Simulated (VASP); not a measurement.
# BeS (Pm-3m) in VASP: a series of runs, part 2 of 2

VASP 6.6.1.

## 4. Single point, PBE, collinear spin, ferromagnetic start

Contents of INCAR:

```
SYSTEM = BeS
PREC = Accurate ; ENCUT = 600
EDIFF = 1E-6 ; ISMEAR = -1
SIGMA = 0.02 ; LREAL = .FALSE.
LASPH = .TRUE. ; NELM = 200
ALGO = Normal ; ISIF = 2
LWAVE = .FALSE. ; LCHARG = .FALSE.
ISPIN = 2 ; MAGMOM = 0.05 0
LORBIT = 11 ; GGA = PE
NBANDS = 15 ; GGA_COMPAT = .FALSE.
```

Contents of KPOINTS:

```
Automatic mesh
0
G
  6 6 6
  0 0 0
```

Contents of POSCAR:

```
BeS
1.0
    2.9413850451      0.0000000000      0.0000000000
    0.0000000000      2.9413850451      0.0000000000
    0.0000000000      0.0000000000      2.9413850451
Be S
1 1
Direct
    0.0000000000      0.0000000000      0.0000000000
    0.5000000000      0.5000000000      0.5000000000
```

Potentials or basis: VASP PAW PBE potentials, release 64 (Be, S).

Command:

```console
cat potpaw_PBE.64/Be/POTCAR potpaw_PBE.64/S/POTCAR > POTCAR
mpirun -np 1 vasp_std > vasp.out
```

OUTCAR:

```text
SYSTEM = BeS
   PREC = Accurate
   ENCUT = 600
   EDIFF = 1E-6
   ISMEAR = -1
   LREAL = .FALSE.
   LASPH = .TRUE.
   NELM = 200
   ISIF = 2
   ISPIN = 2
   LORBIT = 11
   GGA = PE

 ion  position               nearest neighbor table
   1  0.000  0.000  0.000-   2 2.55   2 2.55   2 2.55   2 2.55   2 2.55   2 2.55   2 2.55   2 2.55

   2  0.500  0.500  0.500-   1 2.55   1 2.55   1 2.55   1 2.55   1 2.55   1 2.55   1 2.55   1 2.55

  LATTYP: Found a simple cubic cell.
 ALAT       =     2.9413850451

  Lattice vectors:

 A1 = (   2.9413850451,   0.0000000000,   0.0000000000)
 A2 = (   0.0000000000,   2.9413850451,   0.0000000000)
 A3 = (   0.0000000000,   0.0000000000,   2.9413850451)

Analysis of symmetry for initial positions (statically):
=====================================================================
 Subroutine PRICEL returns:
 Original cell was already a primitive cell.

 Routine SETGRP: Setting up the symmetry group for a
 simple cubic supercell.
[... 903 lines left out ...]
     10      28.1161      0.00000
     11      28.1161      0.00000
     12      28.8438      0.00000
     13      28.8438      0.00000
     14      30.3393      0.00000
     15      30.3393      0.00000

------------------------ aborting loop because EDIFF is reached ----------------------------------------

  FORCE on cell =-STRESS in cart. coord.  units (eV):
  Direction    XX          YY          ZZ          XY          YZ          ZX
  --------------------------------------------------------------------------------------
  -------------------------------------------------------------------------------------
  Total       -0.3621352     -0.3621352     -0.3621352      0.0000000      0.0000000      0.0000000
  in kB      -22.7995173    -22.7995173    -22.7995173      0.0000000      0.0000000      0.0000000
  external PRESSURE =     -22.7995173 kB  Pullay stress =       0.0000000 kB

 VOLUME and BASIS-vectors are now :
 -----------------------------------------------------------------------------
  energy-cutoff  :      600.00
  volume of cell :       25.45
      direct lattice vectors                 reciprocal lattice vectors
     2.941385045  0.000000000  0.000000000     0.339975890  0.000000000  0.000000000
     0.000000000  2.941385045  0.000000000     0.000000000  0.339975890  0.000000000
     0.000000000  0.000000000  2.941385045     0.000000000  0.000000000  0.339975890

 POSITION                                       TOTAL-FORCE (eV/Angst)
 -----------------------------------------------------------------------------------
      0.00000      0.00000      0.00000         0.000000      0.000000      0.000000
      1.47069      1.47069      1.47069         0.000000      0.000000      0.000000
 -----------------------------------------------------------------------------------
    total drift:                               -0.000000     -0.000000     -0.000000

  FREE ENERGIE OF THE ION-ELECTRON SYSTEM (eV)
  ---------------------------------------------------
  free  energy   TOTEN  =        -6.9958831574 eV

  energy  without entropy=       -6.9926460756  energy(sigma->0) =       -6.99426462

 total charge

# of ion       s       p       d       tot
------------------------------------------
    1        0.327   0.372   0.000   0.699
    2        1.386   2.256   0.000   3.642
--------------------------------------------------
tot          1.712   2.629   0.000   4.341

 magnetization (x)

# of ion       s       p       d       tot
------------------------------------------
    1        0.000   0.000   0.000   0.000
    2       -0.000  -0.000   0.000  -0.000
--------------------------------------------------
tot          0.000   0.000   0.000   0.000
```

OSZICAR:

```text
N       E                     dE             d eps       ncg     rms          rms(c)
DAV:   1     0.221723065798E+02    0.22172E+02   -0.38107E+03  1200   0.491E+02
DAV:   2    -0.590908654216E+01   -0.28081E+02   -0.26767E+02  1599   0.983E+01
DAV:   3    -0.706891149368E+01   -0.11598E+01   -0.11512E+01  1487   0.181E+01
DAV:   4    -0.707337508849E+01   -0.44636E-02   -0.44632E-02  1501   0.145E+00
DAV:   5    -0.707339775493E+01   -0.22666E-04   -0.22666E-04  1501   0.102E-01    0.827E+00
DAV:   6    -0.699724416027E+01    0.76154E-01   -0.23379E-01  1508   0.143E+00    0.532E+00
DAV:   7    -0.699609530118E+01    0.11489E-02   -0.73655E-03  1389   0.430E-01    0.239E+00
DAV:   8    -0.699591369161E+01    0.18161E-03   -0.14692E-03  1564   0.221E-01    0.129E-01
DAV:   9    -0.699588080420E+01    0.32887E-04   -0.92150E-05  1536   0.380E-02    0.519E-02
DAV:  10    -0.699590151567E+01   -0.20711E-04   -0.38598E-05  1466   0.205E-02    0.256E-02
DAV:  11    -0.699606840690E+01   -0.16689E-03   -0.16155E-04  1438   0.418E-02    0.422E-02
DAV:  12    -0.699588809160E+01    0.18032E-03   -0.46495E-04  1305   0.671E-02    0.142E-02
DAV:  13    -0.699588351559E+01    0.45760E-05   -0.11717E-05  1424   0.119E-02    0.608E-03
DAV:  14    -0.699588315739E+01    0.35820E-06   -0.68470E-07  1030   0.320E-03
   1 F= -.69958832E+01 E0= -.69942646E+01  d E =-.323708E-02  mag=    -0.0002
```

Wall time 32 s (1 thread of Intel Xeon 8259CL, shared host); peak memory 0.14 GiB.

What came out:

```
Free energy                                           : -6.9959 eV
Pressure                                              : -2.3 GPa
Band gap on the k mesh                                : zero (filled and empty bands overlap)
Net moment                                            : 0.00 μB per cell
Valence electrons inside the program's atomic spheres : Be 0.70; S 3.64
```

## 5. Single point, PBE

Contents of INCAR:

```
SYSTEM = BeS
PREC     = Accurate       ! precision mode
ENCUT    = 600            ! plane-wave cutoff, eV
EDIFF    = 1E-6           ! SCF threshold, eV
ISMEAR   = -1             ! smearing method
SIGMA    = 0.02           ! smearing width, eV
LREAL    = .FALSE.        ! projectors in reciprocal space
LASPH    = .TRUE.         ! aspherical terms in the spheres
NELM     = 120            ! most SCF steps
ALGO     = Normal         ! electronic algorithm
ISIF     = 2              ! what is computed and relaxed
LWAVE    = .FALSE.        ! write WAVECAR
LCHARG   = .TRUE.         ! write CHGCAR
GGA      = PE             ! functional
LELF     = .TRUE.         ! ELF
LVHAR    = .TRUE.       
NBANDS   = 11             ! bands
ISYM     = 0            
GGA_COMPAT= .FALSE.
```

KPOINTS is that of step 4.

POSCAR is that of step 4.

Potentials or basis: VASP PAW PBE potentials, release 64 (Be, S).

Command:

```console
cat potpaw_PBE.64/Be/POTCAR potpaw_PBE.64/S/POTCAR > POTCAR
mpirun -np 1 vasp_std > vasp.out
```

OUTCAR:

```text
SYSTEM = BeS
   PREC = Accurate
   ENCUT = 600
   EDIFF = 1E-6
   ISMEAR = -1
   LREAL = .FALSE.
   LASPH = .TRUE.
   NELM = 120
   ISIF = 2
   GGA = PE
   ISYM = 0

 ion  position               nearest neighbor table
   1  0.000  0.000  0.000-   2 2.55   2 2.55   2 2.55   2 2.55   2 2.55   2 2.55   2 2.55   2 2.55

   2  0.500  0.500  0.500-   1 2.55   1 2.55   1 2.55   1 2.55   1 2.55   1 2.55   1 2.55   1 2.55

IMPORTANT INFORMATION: All symmetrisations will be switched off!
NOSYMM: (Re-)initialisation of all symmetry stuff for point group C_1.

----------------------------------------------------------------------------------------

                                     Primitive cell

  volume of cell :      25.4481

  direct lattice vectors                    reciprocal lattice vectors
     2.941385045  0.000000000  0.000000000     0.339975890  0.000000000  0.000000000
     0.000000000  2.941385045  0.000000000     0.000000000  0.339975890  0.000000000
     0.000000000  0.000000000  2.941385045     0.000000000  0.000000000  0.339975890

  length of vectors
     2.941385045  2.941385045  2.941385045     0.339975890  0.339975890  0.339975890

  position of ions in fractional coordinates (direct lattice)
     0.000000000  0.000000000  0.000000000
     0.500000000  0.500000000  0.500000000

  ion indices of the primitive-cell ions
   primitive index   ion index
                 1           1
                 2           2

----------------------------------------------------------------------------------------

 KPOINTS: Automatic mesh

Automatic generation of k-mesh.
 Grid dimensions read from file:
 generate k-points for:    6    6    6

 Generating k-lattice:

  Cartesian coordinates                     Fractional coordinates (reciprocal lattice)
     0.056662648  0.000000000  0.000000000     0.166666667  0.000000000  0.000000000
     0.000000000  0.056662648  0.000000000     0.000000000  0.166666667  0.000000000
     0.000000000  0.000000000  0.056662648     0.000000000  0.000000000  0.166666667

  Length of vectors
[... 78 lines left out ...]
  Thomas-Fermi vector in A             =   2.249730
   LORBIT       =      0    0 simple, 1 ext, 2 COOP (PROOUT), +10 PAW based schemes
   GGA     = PE    functional components
   LHFCALC =     F    Hartree Fock is set to
   AEXX    =    0.0000 exact exchange contribution
   IVDW    =     0    specifies the selected vdW correction
   LEPSILON=     F    determine dielectric tensor
   LRPA    =     F    only Hartree local field effects (RPA)
 non-spin polarized calculation
  energy-cutoff  :      600.00
  volume of cell :       25.45
 maximum number of plane-waves:       872
   NGX = 11   NGY = 11   NGZ = 11

 number of electron       8.0000001 magnetization

 Free energy of the ion-electron system (eV)
  ---------------------------------------------------
  ext. energy  EPLUGINS =         0.00000000
  ---------------------------------------------------
  free energy    TOTEN  =        -6.99588287 eV

  energy without entropy =       -6.99264070  energy(sigma->0) =       -6.99426179

 E-fermi :   7.3983     XC(G=0): -10.6580

 val. band max:        7.3894550015   @ k =   0.1667   0.5000   0.3333
 cond. band min:       7.4516180186   @ k =   0.0000   0.5000   0.0000
 fundamental gap:      0.0621630171
 Fermi energy:         7.3982961779

 k-point     1 :       0.0000    0.0000    0.0000
  band No.  band energies     occupation
      1      -8.5899      2.00000
      2       5.7520      2.00000
      3       5.7520      2.00000
      4       5.7520      2.00000
      5       9.0632      0.00000
      6      12.5341      0.00000
      7      12.5341      0.00000
      8      17.4178      0.00000
      9      17.4178      0.00000
     10      17.4178      0.00000
     11      23.3804      0.00000
[... 309 lines left out ...]
 k-point    24 :      -0.1667    0.0000    0.3333
  band No.  band energies     occupation
      1      -7.0648      2.00000
      2       0.5848      2.00000
      3       4.4491      2.00000
      4       7.1384      2.00000
      5      11.3232      0.00000
      6      11.8550      0.00000
      7      14.1077      0.00000
      8      15.5076      0.00000
      9      16.2791      0.00000
     10      21.2150      0.00000
     11      21.3294      0.00000

 [... further k-points ...]
[... 5 lines left out ...]
  --------------------------------------------------------------------------------------
  -------------------------------------------------------------------------------------
  Total       -0.3577362     -0.3577325     -0.3577334      0.0000002      0.0000003      0.0000003
  in kB      -22.5225666    -22.5223342    -22.5223889      0.0000106      0.0000174      0.0000194
  external PRESSURE =     -22.5224299 kB  Pullay stress =       0.0000000 kB

 VOLUME and BASIS-vectors are now :
 -----------------------------------------------------------------------------
  energy-cutoff  :      600.00
  volume of cell :       25.45
      direct lattice vectors                 reciprocal lattice vectors
     2.941385045  0.000000000  0.000000000     0.339975890  0.000000000  0.000000000
     0.000000000  2.941385045  0.000000000     0.000000000  0.339975890  0.000000000
     0.000000000  0.000000000  2.941385045     0.000000000  0.000000000  0.339975890

 POSITION                                       TOTAL-FORCE (eV/Angst)
 -----------------------------------------------------------------------------------
      0.00000      0.00000      0.00000         0.000000      0.000000      0.000000
      1.47069      1.47069      1.47069        -0.000000     -0.000000     -0.000000
 -----------------------------------------------------------------------------------
    total drift:                               -0.000001     -0.000001     -0.000001

  FREE ENERGIE OF THE ION-ELECTRON SYSTEM (eV)
  ---------------------------------------------------
  free  energy   TOTEN  =        -6.9958828691 eV

  energy  without entropy=       -6.9926407033  energy(sigma->0) =       -6.99426179
```

OSZICAR:

```text
N       E                     dE             d eps       ncg     rms          rms(c)
DAV:   1     0.219540866742E+02    0.21954E+02   -0.42471E+03  2464   0.712E+02
DAV:   2    -0.580503372816E+01   -0.27759E+02   -0.26349E+02  3279   0.116E+02
DAV:   3    -0.706664273276E+01   -0.12616E+01   -0.12373E+01  3157   0.235E+01
DAV:   4    -0.707379455503E+01   -0.71518E-02   -0.71480E-02  3040   0.215E+00
DAV:   5    -0.707385021680E+01   -0.55662E-04   -0.55657E-04  3117   0.175E-01    0.827E+00
DAV:   6    -0.699727176359E+01    0.76578E-01   -0.25867E-01  3046   0.195E+00    0.529E+00
DAV:   7    -0.699609505464E+01    0.11767E-02   -0.79979E-03  2926   0.585E-01    0.242E+00
DAV:   8    -0.699591718491E+01    0.17787E-03   -0.16651E-03  2809   0.305E-01    0.112E-01
DAV:   9    -0.699587360565E+01    0.43579E-04   -0.15803E-04  3000   0.540E-02    0.350E-02
DAV:  10    -0.699588525985E+01   -0.11654E-04   -0.45211E-05  2927   0.368E-02    0.110E-02
DAV:  11    -0.699588315058E+01    0.21093E-05   -0.42694E-06  2794   0.951E-03    0.487E-03
DAV:  12    -0.699588286915E+01    0.28143E-06   -0.10075E-06  1601   0.450E-03
   1 F= -.69958829E+01 E0= -.69942618E+01  d E =-.324217E-02
```

stdout:

```text
POSCAR found type information on POSCAR BeS
 POSCAR found :  2 types and       2 ions
 scaLAPACK will be used
 LDA part: xc-table for (Slater+PW92), standard interpolation
 POSCAR, INCAR and KPOINTS ok, starting setup
 FFT: planning ... GRIDC
 FFT: planning ... GRID_SOFT
 FFT: planning ... GRID
 WAVECAR not read
 entering main loop
```

Run time: 42 s. Hardware: 1 thread of Intel Xeon 8259CL, shared host; peak memory 0.16 GiB.

Results:

- Free energy: -6.9959 eV
- Pressure: -2.3 GPa
- Band gap on the k mesh: zero (band 4 reaches 7.76 eV, above the bottom of band 5 at 6.57 eV)

## 6. Overview

```csv
level,spin,cutoff (eV),gap on the mesh (eV),pressure (GPa)
r2SCAN,off,660,none,-0.9
PBE,"collinear, ferromagnetic start",600,none,-2.3
PBE,off,600,none,-2.3
```

Alike in all rows: task single point; potentials or basis VASP PAW PBE potentials, release 64 (Be, S); cell as given; k mesh 6 × 6 × 6; smearing fermi-dirac 0.02 eV.

Every run on the cell as given and a fine mesh finds a metal. The pressure there spans -2.3 GPa (PBE) to -0.9 GPa (r2SCAN); a positive pressure means that this level wants a larger cell, a negative one a smaller.

Caveats: the PAW data sets were made with another functional, which shifts forces and pressure a little (some runs).

Absolute energies hang on the potentials; compare differences alone.
